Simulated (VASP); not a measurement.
Input of a VASP 6.6.1 run:

File INCAR:

```
SYSTEM = GaN
PREC     = Accurate       ! precision mode
ENCUT    = 520            ! plane-wave cutoff, eV
EDIFF    = 1E-6           ! SCF threshold, eV
ISMEAR   = 0              ! smearing method
SIGMA    = 0.01           ! smearing width, eV
LREAL    = Auto         
LASPH    = .TRUE.         ! aspherical terms in the spheres
NELM     = 100            ! most SCF steps
ALGO     = Normal         ! electronic algorithm
ISIF     = 2              ! what is computed and relaxed
LWAVE    = .FALSE.        ! write WAVECAR
LCHARG   = .FALSE.        ! write CHGCAR
GGA      = PE             ! functional
NBANDS   = 166            ! bands
```

File KPOINTS:

```
regular mesh
0
G
  2 2 2
  0 0 0
```

The input POSCAR:

```
GaN
1.0
    4.5484769843      4.5484769843     -4.5484769843
   -4.5484769843     -4.5484769843     -4.5484769843
   -4.5484769843      4.5484769843      4.5484769843
Ga N
16 16
Direct
    0.2500000000      0.0000000000      0.7500000000
    0.5000000000      0.7500000000      0.7500000000
    0.7500000000      0.5000000000      0.7500000000
    0.7500000000      0.0000000000      0.2500000000
    0.0000000000      1.0000000000      0.0000000000
    0.2500000000      0.7500000000      0.0000000000
    0.5000000000      0.5000000000      0.0000000000
    0.7500000000      0.2500000000      0.0000000000
    0.0000000000      0.2500000000      0.7500000000
    0.5000000000      0.0000000000      0.5000000000
    0.7500000000      0.7500000000      0.5000000000
    0.0000000000      0.7500000000      0.2500000000
    0.2500000000      0.5000000000      0.2500000000
    0.5000000000      0.2500000000      0.2500000000
    0.0000000000      0.5000000000      0.5000000000
    0.2500000000      0.2500000000      0.5000000000
    0.2500000000      0.0000000000      0.0000000000
    0.5000000000      0.7500000000      0.0000000000
    0.7500000000      0.5000000000      0.0000000000
    0.7500000000      0.0000000000      0.5000000000
    0.0000000000      0.0000000000      0.2500000000
    0.2500000000      0.7500000000      0.2500000000
    0.5000000000      0.5000000000      0.2500000000
    0.7500000000      0.2500000000      0.2500000000
    0.0000000000      0.2500000000      0.0000000000
    0.5000000000      0.0000000000      0.7500000000
    0.7500000000      0.7500000000      0.7500000000
    0.0000000000      0.7500000000      0.5000000000
    0.2500000000      0.5000000000      0.5000000000
    0.5000000000      0.2500000000      0.5000000000
    0.0000000000      0.5000000000      0.7500000000
    0.2500000000      0.2500000000      0.7500000000
```

Potentials or basis: VASP PAW PBE potentials, release 64 (Ga_d, N).

Run with:

```bash
$ cat potpaw_PBE.64/Ga_d/POTCAR potpaw_PBE.64/N/POTCAR > POTCAR
$ mpirun -np 1 vasp_std > vasp.out
```

(1) Estimate the band gap on the k mesh.

(2) Predict the pressure.

## Answers

(1) 1.55 eV.

(2) -0.1 GPa.

Caveat: the k points lie up to 0.49 Å⁻¹ apart.
